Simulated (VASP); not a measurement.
Write the native input for VASP 6.6.1 that does the following.

```
Task                   : single point
Functional             : PBEsol
Potentials or basis    : VASP PAW PBE potentials, release 64 (Be, Sn_d, P)
Cutoff                 : 520 eV
k mesh                 : 4 × 4 × 4
Occupations            : gaussian, width 0.05 eV
Spin                   : no spin polarisation
Dipole correction      : no
Further INCAR settings : LREAL = Auto; ALGO = Normal; EDIFF = 1e-07; NBANDS = 64
```

The structure of Be3Sn4P8 (a cell with a defect) lies in POSCAR:

```
Be3Sn4P8
1.0
   -2.6862993047     -2.6862993047      5.4102047162
   -2.6862993047     -2.6862993047     -5.4102047162
    5.3725986094     -5.3725986094      0.0000000000
Be Sn P
3 4 8
Direct
    0.9957672122      0.4951325520      0.2550508794
    0.5048675207      0.0042328605      0.7449491933
    0.4973253680      0.5026745186      0.0000000000
    0.4993243257      0.9989069001      0.2528373323
    1.0010930497      0.5006757565      0.7471625543
    0.4928558520      0.5071442207      0.5000000364
    0.0083903479     -0.0083903479      0.0000000000
    0.6726344369      0.9144217756      0.5246749674
    0.1492538849      0.3996767564      0.0288834159
    0.0966401667      0.8483438846      0.2958611122
    0.5961208584      0.3518304721      0.7760509026
    0.1516561881      0.9033599060      0.7041389605
    0.6481695075      0.4038791212      0.2239490771
    0.0855782041      0.3273655428      0.4753250123
    0.6003232233      0.8507460947      0.9711165638
```

The input as run:

INCAR

```
ALGO     = Normal         # electronic algorithm
EDIFF    = 1E-7           # SCF threshold, eV
ENCUT    = 520            # plane-wave cutoff, eV
GGA      = PS             # functional
ISIF     = 2              # what is computed and relaxed
ISMEAR   = 0              # smearing method
LASPH    = T              # aspherical terms in the spheres
LCHARG   = F              # write CHGCAR
LREAL    = Auto         
LWAVE    = F              # write WAVECAR
NBANDS   = 64             # bands
NELM     = 100            # most SCF steps
PREC     = Accurate       # precision mode
SIGMA    = 0.05           # smearing width, eV
```

KPOINTS

```
k-points
0
Gamma
  4 4 4
```

Potentials or basis: VASP PAW PBE potentials, release 64 (Be, Sn_d, P).

The run is started by

```sh
$ cat potpaw_PBE.64/Be/POTCAR potpaw_PBE.64/Sn_d/POTCAR potpaw_PBE.64/P/POTCAR > POTCAR
$ mpirun -np 1 vasp_std > vasp.out
```

It gave:

The pressure is -2.4 GPa, the largest force is 0.020 eV/Å and the band gap on the k mesh is zero (bands 51 and 52 overlap by 1.04 eV).

Caveat: the PAW data sets were made with another functional, which shifts forces and pressure a little; spin-orbit coupling is left out, which moves the levels of the heavy elements.

It took 14 min on 1 thread of Oxide Virtual Turin-like Processor, on a shared host, peak memory 0.52 GiB.
